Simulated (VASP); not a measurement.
# Gd (P6_3/mmc) in VASP: single point with r2SCAN+U

Aim: the single point of Gd with r2SCAN+U.

Program: VASP 6.6.1. These are calculated values, not measurements. Logs are shortened: lines on timing, memory, paths and dates and some standing lists are left out, and cuts for length are marked.

## Step 1: The cell of the first run

It takes space group P6_3/mmc (No. 194, hexagonal). Conventional cell: a = 3.636 Å, b = 3.636 Å, c = 5.783 Å, α = 90.00°, β = 90.00°, γ = 120.00°. Within 4.7 Å of Gd (site symmetry -6m2) lie 12 Gd at 3.57 to 3.64 Å.

## Step 2: Single point, r2SCAN+U, collinear spin, ferromagnetic start

Contents of POSCAR:

```
Gd
1.0
    3.6360000000      0.0000000000      0.0000000000
   -1.8180000000      3.1488683682      0.0000000000
    0.0000000000      0.0000000000      5.7826000000
Gd
2
Direct
    0.3333333333      0.6666666667      0.2500000000
    0.6666666667      0.3333333333      0.7500000000
```

Contents of INCAR.step1:

```
ALGO = Normal
EDIFF = 1E-4
ENCUT = 520
GGA = PE
ISMEAR = -1
ISPIN = 2
LASPH = T
LCHARG = F
LDAU = T
LDAUJ = 0
LDAUL = 3
LDAUTYPE = 2
LDAUU = 2
LMAXMIX = 6
LREAL = F
LWAVE = T
MAGMOM = 7 7
NBANDS = 29
NELM = 150
PREC = Accurate
SIGMA = 0.05
```

Contents of INCAR.step2:

```
ALGO = Normal
EDIFF = 1E-6
ENCUT = 520
ISIF = 2
ISMEAR = -1
ISPIN = 2
ISTART = 1
LASPH = T
LCHARG = F
LDAU = T
LDAUJ = 0
LDAUL = 3
LDAUPRINT = 1
LDAUTYPE = 2
LDAUU = 2
LMAXMIX = 6
LMIXTAU = T
LORBIT = 11
LREAL = F
LWAVE = F
MAGMOM = 7 7
METAGGA = R2SCAN
NBANDS = 29
NELM = 150
PREC = Accurate
SIGMA = 0.05
```

Contents of KPOINTS:

```
k-points
0
Gamma
  9 9 5
```

Potentials or basis: VASP PAW PBE potentials, release 64 (Gd).

The run is started by

```console
$ cat potpaw_PBE.64/Gd/POTCAR > POTCAR
$ cp INCAR.step1 INCAR
$ mpirun -np 1 vasp_std > vasp.out
$ cp INCAR.step2 INCAR
$ mpirun -np 1 vasp_std > vasp.out
```

OUTCAR:

```text
EDIFF = 1E-6
   ENCUT = 520
   ISIF = 2
   ISMEAR = -1
   ISPIN = 2
   ISTART = 1
   LASPH = T
   LORBIT = 11
   LREAL = F
   METAGGA = R2SCAN
   NELM = 150
   PREC = Accurate

 ion  position               nearest neighbor table
   1  0.333  0.667  0.250-
   2  0.667  0.333  0.750-

  LATTYP: Found a hexagonal cell.
 ALAT       =     3.6360000000
 C/A-ratio  =     1.5903740374

  Lattice vectors:

 A1 = (   3.6360000000,   0.0000000000,   0.0000000000)
 A2 = (  -1.8180000000,   3.1488683682,   0.0000000000)
 A3 = (   0.0000000000,   0.0000000000,   5.7826000000)

Analysis of symmetry for initial positions (statically):
=====================================================================
 Subroutine PRICEL returns:
 Original cell was already a primitive cell.

 Routine SETGRP: Setting up the symmetry group for a
 hexagonal supercell.

 Subroutine GETGRP returns: Found 24 space group operations
 (whereof 12 operations were pure point group operations)
 out of a pool of 24 trial point group operations.

The static configuration has the point symmetry D_3d.
 The point group associated with its full space group is D_6h.

Analysis of symmetry for dynamics (positions and initial velocities):
=====================================================================
 Subroutine PRICEL returns:
 Original cell was already a primitive cell.

 Routine SETGRP: Setting up the symmetry group for a
 hexagonal supercell.

 Subroutine GETGRP returns: Found 24 space group operations
 (whereof 12 operations were pure point group operations)
 out of a pool of 24 trial point group operations.

[... 232 lines left out ...]
  o =  0.9888  v =  0.0000 -0.0000 -0.0000  0.0000 -0.0000  0.0000  1.0000  0.0000  0.0000  0.0000  0.0000  0.0000  0.0000  0.0000      0.0000  0.0000  0.0000  0.0000  0.0000  0.0000  0.0000  0.0000  0.0000  0.0000  0.0000  0.0000  0.0000  0.0000
  o =  0.9889  v =  0.0000 -0.0000 -0.0000 -0.0000  1.0000 -0.0000  0.0000  0.0000  0.0000  0.0000  0.0000  0.0000  0.0000  0.0000      0.0000  0.0000  0.0000  0.0000  0.0000  0.0000  0.0000  0.0000  0.0000  0.0000  0.0000  0.0000  0.0000  0.0000
  o =  0.9889  v = -0.0000 -0.0000  1.0000 -0.0000  0.0000 -0.0000  0.0000  0.0000  0.0000  0.0000  0.0000  0.0000  0.0000  0.0000      0.0000  0.0000  0.0000  0.0000  0.0000  0.0000  0.0000  0.0000  0.0000  0.0000  0.0000  0.0000  0.0000  0.0000
  o =  0.9892  v = -0.0000 -0.0232 -0.0000 -0.0000  0.0000  0.9997 -0.0000  0.0000  0.0000  0.0000  0.0000  0.0000  0.0000  0.0000      0.0000  0.0000  0.0000  0.0000  0.0000  0.0000  0.0000  0.0000  0.0000  0.0000  0.0000  0.0000  0.0000  0.0000
  o =  0.9892  v =  0.0000  0.9997  0.0000 -0.0000  0.0000  0.0232  0.0000  0.0000  0.0000  0.0000  0.0000  0.0000  0.0000  0.0000      0.0000  0.0000  0.0000  0.0000  0.0000  0.0000  0.0000  0.0000  0.0000  0.0000  0.0000  0.0000  0.0000  0.0000
  o =  0.9901  v =  0.0000 -0.0000 -0.0000 -1.0000 -0.0000 -0.0000  0.0000  0.0000  0.0000  0.0000  0.0000  0.0000  0.0000  0.0000      0.0000  0.0000  0.0000  0.0000  0.0000  0.0000  0.0000  0.0000  0.0000  0.0000  0.0000  0.0000  0.0000  0.0000
  o =  0.9902  v =  1.0000 -0.0000  0.0000  0.0000 -0.0000  0.0000 -0.0000  0.0000  0.0000  0.0000  0.0000  0.0000  0.0000  0.0000      0.0000  0.0000  0.0000  0.0000  0.0000  0.0000  0.0000  0.0000  0.0000  0.0000  0.0000  0.0000  0.0000  0.0000

 number of electron      36.0000006 magnetization      15.8929448

 Free energy of the ion-electron system (eV)
  ---------------------------------------------------
  ext. energy  EPLUGINS =         0.00000000
  ---------------------------------------------------
  free energy    TOTEN  =       -82.01049309 eV

  energy without entropy =      -82.00271991  energy(sigma->0) =      -82.00660650

 E-fermi :   3.1419     XC(G=0): -10.5878

 val. band max:        3.0737636869   @ k =   0.2222   0.0000   0.2000
 cond. band min:       3.1609006784   @ k =   0.3333   0.3333   0.2000
 fundamental gap:      0.0871369915
 Fermi energy:         3.1419055109

 spin component 1

 k-point     1 :       0.0000    0.0000    0.0000
  band No.  band energies     occupation
      1     -44.2518      1.00000
      2     -44.1781      1.00000
      3     -21.3236      1.00000
      4     -20.6812      1.00000
      5     -20.6811      1.00000
      6     -20.5743      1.00000
[... 1529 lines left out ...]
     28       5.8201      0.00000
     29       6.4855      0.00000

 [... further k-points ...]

------------------------ aborting loop because EDIFF is reached ----------------------------------------

  FORCE on cell =-STRESS in cart. coord.  units (eV):
  Direction    XX          YY          ZZ          XY          YZ          ZX
  --------------------------------------------------------------------------------------
  -------------------------------------------------------------------------------------
  Total        0.2646783      0.2646783      0.7580795      0.0000000      0.0000000      0.0000000
  in kB        6.4051219      6.4051219     18.3452559      0.0000000      0.0000000      0.0000000
  external PRESSURE =      10.3851666 kB  Pullay stress =       0.0000000 kB

 VOLUME and BASIS-vectors are now :
 -----------------------------------------------------------------------------
  energy-cutoff  :      520.00
  volume of cell :       66.21
      direct lattice vectors                 reciprocal lattice vectors
     3.636000000  0.000000000  0.000000000     0.275027503  0.158787203  0.000000000
    -1.818000000  3.148868368  0.000000000     0.000000000  0.317574405  0.000000000
     0.000000000  0.000000000  5.782600000     0.000000000  0.000000000  0.172932591

 POSITION                                       TOTAL-FORCE (eV/Angst)
 -----------------------------------------------------------------------------------
     -0.00000      2.09925      1.44565         0.000000      0.000000      0.000000
      1.81800      1.04962      4.33695        -0.000000      0.000000      0.000000
 -----------------------------------------------------------------------------------
    total drift:                                0.000000     -0.000000      0.000000

  FREE ENERGIE OF THE ION-ELECTRON SYSTEM (eV)
  ---------------------------------------------------
  free  energy   TOTEN  =       -82.0104930878 eV

  energy  without entropy=      -82.0027199122  energy(sigma->0) =      -82.00660650

 total charge

# of ion       s       p       d       f       tot
--------------------------------------------------
    1        2.074   5.607   0.584   6.928  15.194
    2        2.074   5.607   0.584   6.928  15.194
--------------------------------------------------
tot          4.148  11.215   1.168  13.856  30.387

 magnetization (x)

# of ion       s       p       d       f       tot
--------------------------------------------------
    1        0.006  -0.096   0.280   6.912   7.101
    2        0.006  -0.096   0.280   6.912   7.101
--------------------------------------------------
tot          0.011  -0.192   0.559  13.824  14.202
```

Wall time 16 min (1 thread of Intel Xeon 8259CL, shared host); peak memory 0.31 GiB.

What came out:

```
Free energy                                           : -82.0105 eV
Pressure                                              : 1.0 GPa
Net moment                                            : 15.89 μB per cell
Site moments                                          : Gd +7.10 μB
Valence electrons inside the program's atomic spheres : Gd 15.19
```

Levels at points of the mesh, in eV from the Fermi level:
Spin up:
| k point | band 24 | band 25 | band 26 | band 27 | band 28 | band 29 |
| --- | --- | --- | --- | --- | --- | --- |
| (0.00, 0.00, 0.00) | -3.06 | 0.56 | 1.13 | 1.13 | 1.33 | 1.77 |
Spin down:
```tsv
k point	band 6	band 7	band 8	band 9	band 10	band 11	band 12	band 13	band 14	band 15
(0.00, 0.00, 0.00)	-20.85	-20.85	-20.85	-4.17	-1.15	1.67	2.00	2.15	2.18	2.18
```

Eigenvalues of the final occupation matrices:
| site | spin | trace | eigenvalues |
| --- | --- | --- | --- |
| site 1 f | 1 | 6.93 | 0.99 0.99 0.99 0.99 0.99 0.99 0.99 |
| site 1 f | 2 | 0.01 | 0.00 0.00 0.00 0.00 0.00 0.00 0.00 |
| site 2 f | 1 | 6.93 | 0.99 0.99 0.99 0.99 0.99 0.99 0.99 |
| site 2 f | 2 | 0.01 | 0.00 0.00 0.00 0.00 0.00 0.00 0.00 |

Caveat: the PAW data sets were made with another functional, which shifts forces and pressure a little; spin-orbit coupling is left out, which moves the levels of the heavy elements.
